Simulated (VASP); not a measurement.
# CuP (P4/mmm) in VASP: a series of runs, part 2 of 2

VASP 6.6.1.

## (3) Relaxation of cell and atoms, PBE

This run uses another cell than the first one, of 13.42 Å³/atom.

File INCAR:

```
SYSTEM = CuP
ALGO     = Normal         ! electronic algorithm
EDIFF    = 1E-7           ! SCF threshold, eV
EDIFFG   = -0.04          ! ionic threshold
ENCUT    = 600            ! plane-wave cutoff, eV
GGA      = PE             ! functional
IBRION   = 2              ! ionic algorithm
ISIF     = 3              ! what is computed and relaxed
ISMEAR   = 0              ! smearing method
LASPH    = .True.         ! aspherical terms in the spheres
LCHARG   = .False.        ! write CHGCAR
LREAL    = .False.        ! projectors in reciprocal space
LWAVE    = .False.        ! write WAVECAR
NELM     = 60             ! most SCF steps
NSW      = 90             ! ionic steps
PREC     = Accurate       ! precision mode
SIGMA    = 0.1            ! smearing width, eV
```

File KPOINTS:

```
k-points
0
Gamma
  6 6 6
  0 0 0
```

File POSCAR:

```
CuP
1.0
    2.7094807504      0.0000000000      0.0000000000
    0.0000000000      2.7094807504      0.0000000000
    0.0000000000      0.0000000000      3.6549478104
Cu P
1 1
Direct
    0.5000000000      0.5000000000      0.5000000000
    0.0000000000      0.0000000000      0.0000000000
```

Potentials or basis: VASP PAW PBE potentials, release 64 (Cu, P).

Started as:

```console
$ cat potpaw_PBE.64/Cu/POTCAR potpaw_PBE.64/P/POTCAR > POTCAR
$ mpirun -np 1 vasp_std > vasp.out
```

OUTCAR:

```text
SYSTEM = CuP
   EDIFF = 1E-7
   EDIFFG = -0.04
   ENCUT = 600
   GGA = PE
   IBRION = 2
   ISIF = 3
   ISMEAR = 0
   LASPH = .True.
   LREAL = .False.
   NELM = 60
   NSW = 90
   PREC = Accurate

 ion  position               nearest neighbor table
   1  0.500  0.500  0.500-   2 2.65   2 2.65   2 2.65   2 2.65   2 2.65   2 2.65   2 2.65   2 2.65

   2  0.000  0.000  0.000-   1 2.65   1 2.65   1 2.65   1 2.65   1 2.65   1 2.65   1 2.65   1 2.65

  LATTYP: Found a simple tetragonal cell.
 ALAT       =     2.7094807504
 C/A-ratio  =     1.3489476941

  Lattice vectors:

 A1 = (   2.7094807504,   0.0000000000,   0.0000000000)
 A2 = (   0.0000000000,   2.7094807504,   0.0000000000)
 A3 = (   0.0000000000,   0.0000000000,   3.6549478104)

Analysis of symmetry for initial positions (statically):
=====================================================================
 Subroutine PRICEL returns:
 Original cell was already a primitive cell.

 Routine SETGRP: Setting up the symmetry group for a
 simple tetragonal supercell.

 Subroutine GETGRP returns: Found 16 space group operations
 (whereof 16 operations were pure point group operations)
 out of a pool of 16 trial point group operations.

The static configuration has the point symmetry D_4h.

Analysis of symmetry for dynamics (positions and initial velocities):
=====================================================================
 Subroutine PRICEL returns:
 Original cell was already a primitive cell.

 Routine SETGRP: Setting up the symmetry group for a
 simple tetragonal supercell.

 Subroutine GETGRP returns: Found 16 space group operations
 (whereof 16 operations were pure point group operations)
 out of a pool of 16 trial point group operations.

The dynamic configuration has the point symmetry D_4h.

 Subroutine INISYM returns: Found 16 space group operations
 (whereof 16 operations are pure point group operations),
 and found     1 'primitive' translations

----------------------------------------------------------------------------------------

                                     Primitive cell

  volume of cell :      26.8320

  direct lattice vectors                    reciprocal lattice vectors
     2.709480750  0.000000000  0.000000000     0.369074407  0.000000000  0.000000000
     0.000000000  2.709480750  0.000000000     0.000000000  0.369074407  0.000000000
     0.000000000  0.000000000  3.654947810     0.000000000  0.000000000  0.273601718

  length of vectors
     2.709480750  2.709480750  3.654947810     0.369074407  0.369074407  0.273601718

  position of ions in fractional coordinates (direct lattice)
     0.500000000  0.500000000  0.500000000
     0.000000000  0.000000000  0.000000000

  ion indices of the primitive-cell ions
   primitive index   ion index
                 1           1
                 2           2

----------------------------------------------------------------------------------------

 KPOINTS: k-points

Automatic generation of k-mesh.
 Grid dimensions read from file:
 generate k-points for:    6    6    6

 Generating k-lattice:
[... 46 lines left out ...]
   total plane-waves  NPLWV =  17280
   dimension x,y,z NGX =    24 NGY =   24 NGZ =   30
   dimension x,y,z NGXF=    48 NGYF=   48 NGZF=   60
   ions per type =               1   1
   NGX,Y,Z   is equivalent  to a cutoff of  14.73, 14.73, 13.65 a.u.
   NGXF,Y,Z  is equivalent  to a cutoff of  29.45, 29.45, 27.29 a.u.
 SYSTEM =  CuP
   PREC   = accura    normal or accurate (medium, high low for compatibility)
   ISTART =      0    job   : 0-new  1-cont  2-samecut
   ICHARG =      2    charge: 1-file 2-atom 10-const
   ISPIN  =      1    spin polarized calculation?
   LNONCOLLINEAR =      F non collinear calculations
   LSORBIT =      F    spin-orbit coupling
   LASPH  =      T    aspherical Exc in radial PAW
   ENCUT  =  600.0 eV  44.10 Ry    6.64 a.u.   5.41  5.41  7.30*2*pi/ulx,y,z
   NELM   =     60;   NELMIN=  2; NELMDL= -5     # of ELM steps
   EDIFF  = 0.1E-06   stopping-criterion for ELM
   LREAL  =      F    real-space projection
   EDIFFG = -.4E-01   stopping-criterion for IOM
   NSW    =     90    number of steps for IOM
   IBRION =      2    ionic relax: 0-MD 1-quasi-New 2-CG
   NFREE  =      1    steps in history (QN), initial steepest desc. (CG)
   ISIF   =      3    stress and relaxation
   ISYM   =      2    0-nonsym 1-usesym 2-fastsym
   POTIM  = 0.5000    time-step for ionic-motion
   TEBEG  =    0.0;   TEEND  =   0.0 temperature during run
   PSTRESS=    0.0 pullay stress
   NELECT =      16.0000    total number of electrons
   NUPDOWN=      -1.0000    fix difference up-down
   EMIN   =  10.00;   EMAX   =-10.00  energy-range for DOS
   EFERMI =   0.00;   METHOD = LEGACY
   ISMEAR =     0;   SIGMA  =   0.10  broadening in eV -4-tet -1-fermi 0-gaus
   EFERMI_NEDOS =   21; number of points for ismear=-14 and -15
   IALGO  =     38    algorithm
   IMIX   =      4    mixing-type and parameters
     AMIX     =   0.40;   BMIX     =  1.00
     AMIX_MAG =   1.60;   BMIX_MAG =  1.00
  volume/ion in A,a.u.               =      13.42        90.54
  Fermi-wavevector in a.u.,A,eV,Ry     =   1.377940  2.603929 25.833645  1.898719
  Thomas-Fermi vector in A             =   2.503047
   LORBIT       =      0    0 simple, 1 ext, 2 COOP (PROOUT), +10 PAW based schemes
   GGA     = PE    functional components
   LHFCALC =     F    Hartree Fock is set to
   AEXX    =    0.0000 exact exchange contribution
   IVDW    =     0    specifies the selected vdW correction
   LEPSILON=     F    determine dielectric tensor
   LRPA    =     F    only Hartree local field effects (RPA)
 conjugate gradient relaxation of ions
 non-spin polarized calculation
 Gauss-broadening in eV      SIGMA  =   0.10
  energy-cutoff  :      600.00
  volume of cell :       26.83
 maximum number of plane-waves:       914
 NGX is ok and might be reduce to    24
   NGX = 11   NGY = 11   NGZ = 15

--------------------------------------- Ionic step        1  -------------------------------------------

 number of electron      15.9999990 magnetization

 Free energy of the ion-electron system (eV)
  ---------------------------------------------------
  ext. energy  EPLUGINS =         0.00000000
  ---------------------------------------------------
  free energy    TOTEN  =        -8.42443313 eV

  energy without entropy =       -8.42166123  energy(sigma->0) =       -8.42304718

------------------------ aborting loop because EDIFF is reached ----------------------------------------

  FORCE on cell =-STRESS in cart. coord.  units (eV):
  Direction    XX          YY          ZZ          XY          YZ          ZX
  --------------------------------------------------------------------------------------
  -------------------------------------------------------------------------------------
  Total       -0.1309695     -0.1309695      0.1059724      0.0000000      0.0000000      0.0000000
  in kB       -7.8203748     -7.8203748      6.3277589      0.0000000      0.0000000      0.0000000
  external PRESSURE =      -3.1043302 kB  Pullay stress =       0.0000000 kB
[... 95 lines left out ...]
--------------------------------------- Ionic step        4  -------------------------------------------

 number of electron      15.9999994 magnetization

 Free energy of the ion-electron system (eV)
  ---------------------------------------------------
  ext. energy  EPLUGINS =         0.00000000
  ---------------------------------------------------
  free energy    TOTEN  =        -8.42576123 eV

  energy without entropy =       -8.42292717  energy(sigma->0) =       -8.42434420

 E-fermi :   9.1628     XC(G=0): -11.9440

 val. band max:        9.0636406582   @ k =   0.1667   0.1667   0.1667
 cond. band min:       9.1707361252   @ k =   0.5000   0.0000   0.3333
 fundamental gap:      0.1070954670
 Fermi energy:         9.1627667264

 k-point     1 :       0.0000    0.0000    0.0000
  band No.  band energies     occupation
      1      -5.6654      2.00000
      2       4.4983      2.00000
      3       4.8857      2.00000
      4       4.9704      2.00000
      5       6.1022      2.00000
      6       6.1022      2.00000
      7       6.4285      2.00000
      8       9.5558      0.00000
      9      11.9390      0.00000
     10      11.9390      0.00000
     11      15.9972      0.00000
     12      18.2533      0.00000
[... 331 lines left out ...]
 k-point    24 :       0.5000    0.0000    0.3333
  band No.  band energies     occupation
      1      -1.7674      2.00000
      2       1.6168      2.00000
      3       4.0861      2.00000
      4       4.9665      2.00000
      5       5.9037      2.00000
      6       6.1532      2.00000
      7       6.3097      2.00000
      8       7.0712      2.00000
      9       9.1707      0.91026
     10      14.4152      0.00000
     11      17.5807      0.00000
     12      20.1555      0.00000

 [... further k-points ...]
[... 5 lines left out ...]
  --------------------------------------------------------------------------------------
  -------------------------------------------------------------------------------------
  Total        0.0439031      0.0439031      0.0209170      0.0000000     -0.0000000     -0.0000000
  in kB        2.6325699      2.6325699      1.2542472      0.0000000     -0.0000000     -0.0000000
  external PRESSURE =       2.1731290 kB  Pullay stress =       0.0000000 kB
[... 17 lines left out ...]
  FREE ENERGIE OF THE ION-ELECTRON SYSTEM (eV)
  ---------------------------------------------------
  free  energy   TOTEN  =        -8.4257612286 eV

  energy  without entropy=       -8.4229271654  energy(sigma->0) =       -8.42434420

 reached required accuracy - stopping structural energy minimisation
```

Run time: 20 s. Hardware: 1 thread of AMD EPYC 9R45 (Zen 5), shared host; peak memory 0.12 GiB.

Results:

```yaml
Free_energy: -8.4258 eV
Relaxed_volume: 13.36 Å³/atom
Relaxed_cell: a = 2.689 Å, b = 2.689 Å, c = 3.694 Å, α = 90.00°, β = 90.00°, γ = 90.00°
Space_group_after_relaxing_to_0.1_Å: P4/mmm (No. 123)
Energy_gained_by_relaxing: 0.7 meV/atom
Ionic_steps: 4
Pressure_after_relaxing: 0.2 GPa
Band_gap_on_the_k_mesh: zero (bands 8 and 9 overlap by 5.29 eV)
```

The path:
| step | energy change (eV) | largest force (eV/Å) | pressure (GPa) | volume (Å³) |
| --- | --- | --- | --- | --- |
| 1 | 0.0000 | 0.0000 | -0.31 | 26.83 |
| 2 | -0.0008 | 0.0000 | 0.10 | 26.73 |
| 3 | -0.0010 | 0.0000 | 0.62 | 26.62 |
| 4 | -0.0013 | 0.0000 | 0.22 | 26.72 |

Final structure:
```xyz
2
Lattice="2.6893 0.0000 0.0000 0.0000 2.6893 0.0000 0.0000 0.0000 3.6945" Properties=species:S:1:pos:R:3 pbc="T T T"
Cu    1.3446    1.3446    1.8472
P     0.0000    0.0000    3.6945
```

Levels at points of the mesh, in eV from the Fermi level:
```csv
k point,band 5,band 6,band 7,band 8,band 9,band 10,band 11,band 12
"(0.00, 0.00, 0.00)",-3.06,-3.06,-2.73,0.39,2.78,2.78,6.83,9.09
"(0.50, 0.00, 0.00)",-3.30,-2.95,-2.16,1.12,2.90,3.39,5.32,5.74
"(0.50, 0.50, 0.00)",-3.88,-3.82,-2.90,-2.35,1.16,1.27,7.55,7.55
"(0.00, 0.00, 0.50)",-3.28,-3.28,-2.73,3.93,3.93,6.70,8.67,9.16
"(0.50, 0.00, 0.50)",-3.24,-3.16,-3.03,-2.63,-0.39,5.23,10.76,10.89
"(0.50, 0.50, 0.50)",-2.97,-2.35,-1.20,-1.20,1.00,1.17,1.49,1.49
```

Caveat: the k points lie up to 0.39 Å⁻¹ apart in the final cell, too coarse for converged energies and pressures of a metal.

## (4) Single point, PBE

This run uses another cell than the first one, of 13.49 Å³/atom.

File INCAR:

```
PREC = Accurate ; ENCUT = 520
EDIFF = 1E-6 ; ISMEAR = 0
SIGMA = 0.1 ; LREAL = F
LASPH = T ; NELM = 100
ALGO = Normal ; ISIF = 2
LWAVE = F ; LCHARG = F
GGA = PE ; NBANDS = 15
```

File KPOINTS:

```
Automatic mesh
0
Gamma
  20 20 16
```

File POSCAR:

```
CuP
1.0
    2.7507819323      0.0000000000      0.0000000000
    0.0000000000      2.7507819323      0.0000000000
    0.0000000000      0.0000000000      3.5667585950
Cu P
1 1
Direct
    0.5000000000      0.5000000000      0.5000000000
    0.0000000000      0.0000000000      0.0000000000
```

Started as:

```console
$ cat potpaw_PBE.64/Cu/POTCAR potpaw_PBE.64/P/POTCAR > POTCAR
$ mpirun -np 1 vasp_std > vasp.out
```

Run time: 85 s. Hardware: 1 thread of AMD EPYC 9R45 (Zen 5), shared host; peak memory 0.3 GiB.

It converged, with:

```
Free energy            : -8.4711 eV
Pressure               : 0.1 GPa
Band gap on the k mesh : zero (bands 8 and 9 overlap by 4.79 eV)
```

Stress tensor (GPa, compression positive):
```
0.00 0.00 0.00
0.00 0.00 0.00
0.00 0.00 0.18
```

Levels at points of the mesh, in eV from the Fermi level:
```
           k point  band 6  band 7  band 8  band 9  band 10  band 11
(0.00, 0.00, 0.00)   -3.07   -2.80    1.13    2.31     2.31     6.80
(0.50, 0.00, 0.00)   -2.97   -2.21    1.34    3.53     4.05     4.81
(0.50, 0.50, 0.00)   -3.79   -2.76   -2.44    1.07     1.33     8.06
(0.00, 0.00, 0.50)   -3.30   -2.79    3.69    3.69     6.72     8.85
(0.50, 0.00, 0.50)   -3.08   -3.02   -2.51   -0.48     4.73    10.83
(0.50, 0.50, 0.50)   -2.44   -0.93   -0.93    1.00     1.10     1.38
```

## (5) Summary

```csv
task,cell,k mesh,cutoff (eV),gap on the mesh (eV),pressure (GPa),relaxed volume (Å³/atom)
relaxation of cell and atoms,"relaxed from a = 2.883, b = 2.883, c = 3.779 Å, 2 atoms",6 × 6 × 4,600,none,0.1,13.41
relaxation of cell and atoms,"relaxed from a = 2.709, b = 2.709, c = 3.655 Å, 2 atoms",6 × 6 × 6,600,none,0.2,13.36
single point,"a = 2.751, b = 2.751, c = 3.567 Å, 2 atoms",20 × 20 × 16,520,none,0.1,-
```

Alike in all rows: level PBE; potentials or basis VASP PAW PBE potentials, release 64 (Cu, P); no spin polarisation; smearing gaussian 0.1 eV.

Caveats: some runs use coarse meshes.

Total energies depend on the potentials used, so only differences within one code and one set of settings carry meaning.
